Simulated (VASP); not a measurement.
A run of VASP 6.6.1:

INCAR

```
PREC = Accurate
ENCUT = 520
EDIFF = 1E-8
ISMEAR = -1
SIGMA = 0.05
LREAL = False
LASPH = True
NELM = 60
ALGO = Normal
ISIF = 2
LWAVE = False
LCHARG = False
GGA = PE
LEFG = True
NBANDS = 11
```

The input KPOINTS:

```
regular mesh
0
Gamma
  5 5 5
```

The input POSCAR:

```
SiC
1.0
    0.0000000000      2.1740000000      2.1740000000
    2.1740000000      0.0000000000      2.1740000000
    2.1740000000      2.1740000000      0.0000000000
Si C
1 1
Direct
    0.0000000000      0.0000000000      0.0000000000
    0.7500000000      0.7500000000      0.7500000000
```

Potentials or basis: VASP PAW PBE potentials, release 64 (Si, C).

The run is started by

```sh
$ cat potpaw_PBE.64/Si/POTCAR potpaw_PBE.64/C/POTCAR > POTCAR
$ mpirun -np 1 vasp_std > vasp.out
```

Hardware: 1 thread of Intel(R) Xeon(R) Platinum 8259CL CPU @ 2.50GHz (Skylake/Cascade Lake) (shared host).

How long does it take, and how much memory?

Wall time 3.4 s on 1 thread of Intel(R) Xeon(R) Platinum 8259CL CPU @ 2.50GHz (Skylake/Cascade Lake), on a shared host, peak memory 0.13 GiB. Counts: scf iterations 15, k points 10.
